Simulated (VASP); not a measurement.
# PbSe (F-43m) in VASP: notebook, part 2 of 2

VASP 6.6.1. Earlier steps stand in the parts before.

**3. Single point, HSE06**

POSCAR reads:

```
PbSe
1.0
    0.0000000000      3.4232041310      3.4232041310
    3.4232041310      0.0000000000      3.4232041310
    3.4232041310      3.4232041310      0.0000000000
Pb Se
1 1
Direct
    0.0000000000      0.0000000000      0.0000000000
    0.2500000000      0.2500000000      0.2500000000
```

INCAR.step1 reads:

```
SYSTEM = PbSe
ALGO = Normal ; EDIFF = 1E-5
ENCUT = 520 ; GGA = PE
ISIF = 2 ; ISMEAR = 0
LASPH = .TRUE. ; LREAL = .FALSE.
LWAVE = .TRUE. ; NBANDS = 17
NELM = 100 ; PREC = Accurate
SIGMA = 0.01
```

INCAR.step2 reads:

```
SYSTEM = PbSe
ALGO = Normal ; EDIFF = 1E-6
ENCUT = 520 ; GGA = PE
HFSCREEN = 0.2079 ; ISIF = 2
ISMEAR = 0 ; ISTART = 1
LASPH = .TRUE. ; LCHARG = .TRUE.
LELF = .TRUE. ; LHFCALC = .TRUE.
LREAL = .FALSE. ; LVHAR = .TRUE.
LWAVE = .FALSE. ; NBANDS = 17
NELM = 100 ; PREC = Accurate
PRECFOCK = Normal ; SIGMA = 0.01
```

KPOINTS reads:

```
k-points
0
G
  4 4 4
  0 0 0
```

Potentials or basis: VASP PAW PBE potentials, release 64 (Pb_d, Se).

On the command line:

```sh
$ cat potpaw_PBE.64/Pb_d/POTCAR potpaw_PBE.64/Se/POTCAR > POTCAR
$ cp INCAR.step1 INCAR
$ mpirun -np 1 vasp_std > vasp.out
$ cp INCAR.step2 INCAR
$ mpirun -np 1 vasp_std > vasp.out
```

OUTCAR:

```text
SYSTEM = PbSe
   EDIFF = 1E-6
   ENCUT = 520
   GGA = PE
   HFSCREEN = 0.2079
   ISIF = 2
   ISMEAR = 0
   ISTART = 1
   LASPH = .TRUE.
   LHFCALC = .TRUE.
   LREAL = .FALSE.
   NELM = 100
   PREC = Accurate
   PRECFOCK = Normal

 ion  position               nearest neighbor table
   1  0.000  0.000  0.000-   2 2.96   2 2.96   2 2.96   2 2.96
   2  0.250  0.250  0.250-   1 2.96   1 2.96   1 2.96   1 2.96

  LATTYP: Found a face centered cubic cell.
 ALAT       =     6.8464082620

  Lattice vectors:

 A1 = (   0.0000000000,   3.4232041310,   3.4232041310)
 A2 = (   3.4232041310,   0.0000000000,   3.4232041310)
 A3 = (   3.4232041310,   3.4232041310,   0.0000000000)

Analysis of symmetry for initial positions (statically):
=====================================================================
 Subroutine PRICEL returns:
 Original cell was already a primitive cell.

 Routine SETGRP: Setting up the symmetry group for a
 face centered cubic supercell.

 Subroutine GETGRP returns: Found 24 space group operations
 (whereof 24 operations were pure point group operations)
 out of a pool of 48 trial point group operations.

The static configuration has the point symmetry T_d .

Analysis of symmetry for dynamics (positions and initial velocities):
=====================================================================
 Subroutine PRICEL returns:
 Original cell was already a primitive cell.

 Routine SETGRP: Setting up the symmetry group for a
 face centered cubic supercell.

 Subroutine GETGRP returns: Found 24 space group operations
 (whereof 24 operations were pure point group operations)
 out of a pool of 48 trial point group operations.

The dynamic configuration has the point symmetry T_d .

 Subroutine INISYM returns: Found 24 space group operations
 (whereof 24 operations are pure point group operations),
 and found     1 'primitive' translations

[... 100 lines left out ...]
  Thomas-Fermi vector in A             =   2.164420
   LORBIT       =      0    0 simple, 1 ext, 2 COOP (PROOUT), +10 PAW based schemes
   GGA     = PE    functional components
   LHFCALC =     T    Hartree Fock is set to
   PRECFOCK=normal    Normal, Fast or Accurate (Low or Medium for compatibility)
   ENCUT4O =  -1.0   cutoff for four orbital integrals eV
   NKREDX  =     1    reduce k-point grid by
   NKREDY  =     1    reduce k-point grid by
   NKREDZ  =     1    reduce k-point grid by
   AEXX    =    0.2500 exact exchange contribution
   HFSCREEN=    0.2079 screening length (either q_TF or 0.3 A-1)
   HFSCREENC=   0.2079 screening length for correlation (either q_TF or 0.3 A-1)
   ENCUTFOCK=  -1.0 apply spherical cutoff to Coloumb kernel
   IVDW    =     0    specifies the selected vdW correction
   LEPSILON=     F    determine dielectric tensor
   LRPA    =     F    only Hartree local field effects (RPA)
 non-spin polarized calculation
 Gauss-broadening in eV      SIGMA  =   0.01
  energy-cutoff  :      520.00
  volume of cell :       80.23
 maximum number of plane-waves:      2200
  NGX = 28; NGY = 28; NGZ = 28

 number of electron      20.0000005 magnetization

 Free energy of the ion-electron system (eV)
  ---------------------------------------------------
  ext. energy  EPLUGINS =         0.00000000
  ---------------------------------------------------
  free energy    TOTEN  =        -9.31308130 eV

  energy without entropy =       -9.31308130  energy(sigma->0) =       -9.31308130

 E-fermi :   2.1009     XC(G=0):  -6.4961

 val. band max:        2.0398121550   @ k =  -0.2500   0.5000   0.2500
 cond. band min:       3.1123924577   @ k =   0.5000   0.5000   0.0000
 fundamental gap:      1.0725803027
 Fermi energy:         2.1009242473

 k-point     1 :       0.0000    0.0000    0.0000
  band No.  band energies     occupation
      1     -16.5397      2.00000
      2     -16.5397      2.00000
      3     -16.5397      2.00000
      4     -16.5020      2.00000
      5     -16.5020      2.00000
      6     -12.0805      2.00000
[... 137 lines left out ...]
      4     -16.5051      2.00000
      5     -16.4994      2.00000
      6     -11.1663      2.00000
[... 9 lines left out ...]
     16      12.0511      0.00000
     17      12.1928      0.00000

------------------------ aborting loop because EDIFF is reached ----------------------------------------

  FORCE on cell =-STRESS in cart. coord.  units (eV):
  Direction    XX          YY          ZZ          XY          YZ          ZX
  --------------------------------------------------------------------------------------
  -------------------------------------------------------------------------------------
  Total        0.0150655      0.0150655      0.0150655     -0.0000000     -0.0000000      0.0000000
  in kB        0.3008600      0.3008600      0.3008600     -0.0000000     -0.0000000      0.0000000
  external PRESSURE =       0.3008600 kB  Pullay stress =       0.0000000 kB

 VOLUME and BASIS-vectors are now :
 -----------------------------------------------------------------------------
  energy-cutoff  :      520.00
  volume of cell :       80.23
      direct lattice vectors                 reciprocal lattice vectors
     0.000000000  3.423204131  3.423204131    -0.146061988  0.146061988  0.146061988
     3.423204131  0.000000000  3.423204131     0.146061988 -0.146061988  0.146061988
     3.423204131  3.423204131  0.000000000     0.146061988  0.146061988 -0.146061988

 POSITION                                       TOTAL-FORCE (eV/Angst)
 -----------------------------------------------------------------------------------
      0.00000      0.00000      0.00000        -0.000000     -0.000000     -0.000000
      1.71160      1.71160      1.71160         0.000000      0.000000      0.000000
 -----------------------------------------------------------------------------------
    total drift:                               -0.000005      0.000011      0.000002

  FREE ENERGIE OF THE ION-ELECTRON SYSTEM (eV)
  ---------------------------------------------------
  free  energy   TOTEN  =        -9.3130812957 eV

  energy  without entropy=       -9.3130812957  energy(sigma->0) =       -9.31308130
```

OSZICAR.step1:

```text
N       E                     dE             d eps       ncg     rms          rms(c)
DAV:   1     0.159308878603E+03    0.15931E+03   -0.90193E+03   272   0.110E+03
DAV:   2     0.546047507862E+01   -0.15385E+03   -0.14925E+03   281   0.282E+02
DAV:   3    -0.795296471028E+01   -0.13413E+02   -0.13347E+02   347   0.929E+01
DAV:   4    -0.827768380618E+01   -0.32472E+00   -0.32455E+00   341   0.174E+01
DAV:   5    -0.828841537568E+01   -0.10732E-01   -0.10731E-01   385   0.308E+00    0.304E+00
DAV:   6    -0.784021908271E+01    0.44820E+00   -0.12345E+00   401   0.643E+00    0.173E+00
DAV:   7    -0.783476030945E+01    0.54588E-02   -0.15592E-01   299   0.170E+00    0.895E-01
DAV:   8    -0.783995027396E+01   -0.51900E-02   -0.16844E-02   293   0.139E+00    0.127E-01
DAV:   9    -0.784025694345E+01   -0.30667E-03   -0.47199E-03   385   0.531E-01    0.105E-01
DAV:  10    -0.784064016724E+01   -0.38322E-03   -0.59105E-04   275   0.177E-01    0.354E-02
DAV:  11    -0.784074852605E+01   -0.10836E-03   -0.21935E-04   327   0.109E-01    0.187E-02
DAV:  12    -0.784076365747E+01   -0.15131E-04   -0.34828E-05   296   0.494E-02    0.528E-03
DAV:  13    -0.784076487995E+01   -0.12225E-05   -0.16298E-06   245   0.126E-02
   1 F= -.78407649E+01 E0= -.78407649E+01  d E =-.280520E-14
```

Run time: 8.1 min. Hardware: 1 thread of Intel Xeon 6975P-C (Granite Rapids), shared host; peak memory 0.32 GiB.

What came out:

```yaml
Free_energy: -9.3131 eV
Pressure: 0.0 GPa
Band_gap_on_the_k_mesh: 1.07 eV (least direct gap 1.66 eV)
```

Caveat: the PAW data sets were made with another functional, which shifts forces and pressure a little; spin-orbit coupling is left out, which moves the levels of the heavy elements. A k mesh can miss the band edges.

**4. Single point, PBE-based global hybrid with 10 % exact exchange**

POSCAR is that of step 3.

INCAR.step1 reads:

```
SYSTEM = PbSe
PREC = Accurate
ENCUT = 520
EDIFF = 1E-5
ISMEAR = 0
SIGMA = 0.01
LREAL = .False.
LASPH = .True.
NELM = 80
ALGO = Normal
ISIF = 2
LWAVE = .True.
LCHARG = .False.
NBANDS = 17
GGA = PE
```

INCAR.step2 reads:

```
SYSTEM = PbSe
PREC = Accurate
ENCUT = 520
EDIFF = 1E-6
ISMEAR = 0
SIGMA = 0.01
LREAL = .False.
LASPH = .True.
NELM = 80
ALGO = Normal
ISIF = 2
LWAVE = .False.
LCHARG = .False.
GGA = PE
LHFCALC = .True.
AEXX = 0.1
PRECFOCK = Normal
NBANDS = 17
ISTART = 1
```

KPOINTS reads:

```
Automatic mesh
0
Gamma
  4 4 4
  0 0 0
```

On the command line:

```sh
$ cat potpaw_PBE.64/Pb_d/POTCAR potpaw_PBE.64/Se/POTCAR > POTCAR
$ cp INCAR.step1 INCAR
$ mpirun -np 1 vasp_std > vasp.out
$ cp INCAR.step2 INCAR
$ mpirun -np 1 vasp_std > vasp.out
```

Run time: 5.9 min. Hardware: 1 thread of Intel Xeon 6975P-C (Granite Rapids), shared host; peak memory 0.22 GiB.

Results (log left out):

| Property | Result |
| --- | --- |
| Free energy | -8.8221 eV |
| Pressure | 0.4 GPa |
| Band gap on the k mesh | 1.05 eV (least direct gap 1.61 eV) |

Levels at points of the mesh, in eV from the valence-band top:
```
           k point  band 8  band 9  band 10  band 11  band 12  band 13
(0.00, 0.00, 0.00)   -1.76   -1.76    -1.76     2.59     2.59     2.59
(0.50, 0.00, 0.00)   -2.31   -2.31    -2.10     3.37     3.37     4.17
(0.50, 0.50, 0.00)   -3.04   -3.04    -0.56     1.05     5.45     5.45
```

Caveat: the PAW data sets were made with another functional, which shifts forces and pressure a little; spin-orbit coupling is left out, which moves the levels of the heavy elements.

**5. Single point, PBE-based screened hybrid with 5 % exact exchange**

POSCAR is that of step 4.

INCAR.step1 reads:

```
SYSTEM = PbSe
PREC = Accurate
ENCUT = 520
EDIFF = 1E-5
ISMEAR = 0
SIGMA = 0.01
LREAL = .False.
LASPH = .True.
NELM = 100
ALGO = Normal
ISIF = 2
LWAVE = .True.
GGA = PE
NBANDS = 17
```

INCAR.step2 reads:

```
SYSTEM = PbSe
PREC = Accurate
ENCUT = 520
EDIFF = 1E-6
ISMEAR = 0
SIGMA = 0.01
LREAL = .False.
LASPH = .True.
NELM = 100
ALGO = Normal
ISIF = 2
LWAVE = .False.
LCHARG = .True.
GGA = PE
LHFCALC = .True.
AEXX = 0.05
HFSCREEN = 0.1
PRECFOCK = Normal
LELF = .True.
LVHAR = .True.
ISTART = 1
NBANDS = 17
```

KPOINTS is that of step 4.

On the command line:

```sh
$ cat potpaw_PBE.64/Pb_d/POTCAR potpaw_PBE.64/Se/POTCAR > POTCAR
$ cp INCAR.step1 INCAR
$ mpirun -np 1 vasp_std > vasp.out
$ cp INCAR.step2 INCAR
$ mpirun -np 1 vasp_std > vasp.out
```

It took 5 min on 1 thread of Intel Xeon 6975P-C (Granite Rapids), shared host; peak memory 0.32 GiB.

It converged, with:

| Quantity | Value |
| --- | --- |
| Free energy | -8.2208 eV |
| Pressure | 0.5 GPa |
| Band gap on the k mesh | 0.76 eV (least direct gap 1.30 eV) |

Levels at points of the mesh, in eV from the valence-band top:
| k point | band 6 | band 7 | band 8 | band 9 | band 10 | band 11 | band 12 | band 13 | band 14 | band 15 |
| --- | --- | --- | --- | --- | --- | --- | --- | --- | --- | --- |
| (0.00, 0.00, 0.00) | -13.09 | -6.49 | -1.70 | -1.70 | -1.70 | 2.26 | 2.26 | 2.26 | 4.87 | 8.42 |
| (0.50, 0.00, 0.00) | -12.48 | -8.04 | -2.24 | -2.24 | -2.06 | 3.04 | 3.04 | 3.83 | 6.69 | 8.11 |
| (0.50, 0.50, 0.00) | -12.24 | -8.41 | -2.95 | -2.95 | -0.54 | 0.76 | 5.07 | 5.07 | 6.11 | 8.13 |

Caveat: the PAW data sets were made with another functional, which shifts forces and pressure a little; spin-orbit coupling is left out, which moves the levels of the heavy elements. A k mesh can miss the band edges.

**6. The runs side by side**

| level | grid for exact exchange (PRECFOCK) | share of exact exchange | screening parameter | gap on the mesh (eV) | pressure (GPa) |
| --- | --- | --- | --- | --- | --- |
| PBE | - | - | - | 0.62 | 0.7 |
| HSE06 | Normal | 0.25 | 0.2079 1/Å | 1.07 | 0.0 |
| PBE-based global hybrid with 10 % exact exchange | Normal | 0.1 | - | 1.05 | 0.4 |
| PBE-based screened hybrid with 5 % exact exchange | Normal | 0.05 | 0.1 1/Å | 0.76 | 0.5 |

Alike in all rows: task single point; potentials or basis VASP PAW PBE potentials, release 64 (Pb_d, Se); no spin polarisation; cell as given; k mesh 4 × 4 × 4; cutoff (eV) 520; smearing gaussian 0.01 eV.

On the cell as given the gap runs from 0.62 eV (PBE) to 1.07 eV (HSE06). The pressure there spans 0.0 GPa (HSE06) to 0.7 GPa (PBE); a positive pressure means that this level wants a larger cell, a negative one a smaller.

Caveats: spin-orbit coupling is left out, which moves the levels of the heavy elements; the PAW data sets were made with another functional, which shifts forces and pressure a little (at least some runs).

Absolute energies hang on the potentials; compare differences alone.
